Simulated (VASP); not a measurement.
Here is a VASP 6.6.1 calculation.

INCAR

```
SYSTEM = Ta4Ga
PREC     = Accurate       ! precision mode
ENCUT    = 600            ! plane-wave cutoff, eV
EDIFF    = 1E-6           ! SCF threshold, eV
ISMEAR   = 0              ! smearing method
SIGMA    = 0.1            ! smearing width, eV
LREAL    = .FALSE.        ! projectors in reciprocal space
LASPH    = .TRUE.         ! aspherical terms in the spheres
NELM     = 80             ! most SCF steps
ALGO     = Fast           ! electronic algorithm
ISIF     = 3              ! what is computed and relaxed
LWAVE    = .FALSE.        ! write WAVECAR
LCHARG   = .FALSE.        ! write CHGCAR
GGA      = PE             ! functional
IBRION   = 2              ! ionic algorithm
NSW      = 100            ! ionic steps
EDIFFG   = -0.01          ! ionic threshold
```

The input KPOINTS:

```
regular mesh
0
G
  10 10 10
  0 0 0
```

The input POSCAR:

```
Ta4Ga
1.0
   -2.9608362141      2.9608362141      2.9608362141
    2.9608362141     -2.9608362141      2.9608362141
    2.9608362141      2.9608362141     -2.9608362141
Ta Ga
4 1
Direct
    0.0000000000      0.0000000000      0.5000000000
    0.0000000000      0.5000000000      0.0000000000
    0.5000000000      0.0000000000      0.0000000000
    0.5000000000      0.5000000000      0.5000000000
    0.0000000000      0.0000000000      0.0000000000
```

Potentials or basis: VASP PAW PBE potentials, release 64 (Ta_pv, Ga_d).

Command:

```console
$ cat potpaw_PBE.64/Ta_pv/POTCAR potpaw_PBE.64/Ga_d/POTCAR > POTCAR
$ mpirun -np 1 vasp_std > vasp.out
```

(1) Estimate the relaxed cell.

(2) Estimate the relaxed volume.

(3) What does it give for the space group after relaxing (to 0.05 Å)?

## Answers

(1) a = 5.126 Å, b = 5.126 Å, c = 5.126 Å, α = 109.47°, β = 109.47°, γ = 109.47°.

(2) 20.74 Å³/atom.

(3) Im-3m (No. 229).
